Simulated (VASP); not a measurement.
A run of VASP 6.6.1:

INCAR

```
PREC = Accurate
ENCUT = 520
EDIFF = 1E-6
ISMEAR = 0
SIGMA = 0.05
LREAL = False
LASPH = True
NELM = 80
ALGO = Normal
ISIF = 2
LWAVE = False
LCHARG = True
GGA = PE
LELF = True
LVHAR = True
NBANDS = 25
```

KPOINTS

```
regular mesh
0
Gamma
  6 6 8
```

The input POSCAR:

```
SiO2
1.0
    4.2361165343      0.0000000000      0.0000000000
    0.0000000000      4.2361165343      0.0000000000
    0.0000000000      0.0000000000      2.6904781063
Si O
2 4
Direct
    0.5000000000      0.5000000000      0.5000000000
    0.0000000000      0.0000000000      0.0000000000
    0.6930152167      0.6930152167      0.0000000000
    0.1930152167      0.8069847833      0.5000000000
    0.3069847833      0.3069847833      0.0000000000
    0.8069847833      0.1930152167      0.5000000000
```

Potentials or basis: VASP PAW PBE potentials, release 64 (Si, O).

Run with:

```bash
$ cat potpaw_PBE.64/Si/POTCAR potpaw_PBE.64/O/POTCAR > POTCAR
$ mpirun -np 1 vasp_std > vasp.out
```

Hardware: 1 thread of Intel(R) Xeon(R) 6975P-C (Granite Rapids), on a shared host.

Question: Estimate the wall time of this run.

Answer: Wall time 18 s on 1 thread of Intel(R) Xeon(R) 6975P-C (Granite Rapids), with other jobs on the host, peak memory 0.18 GiB. Counts: scf iterations 13, k points 50.
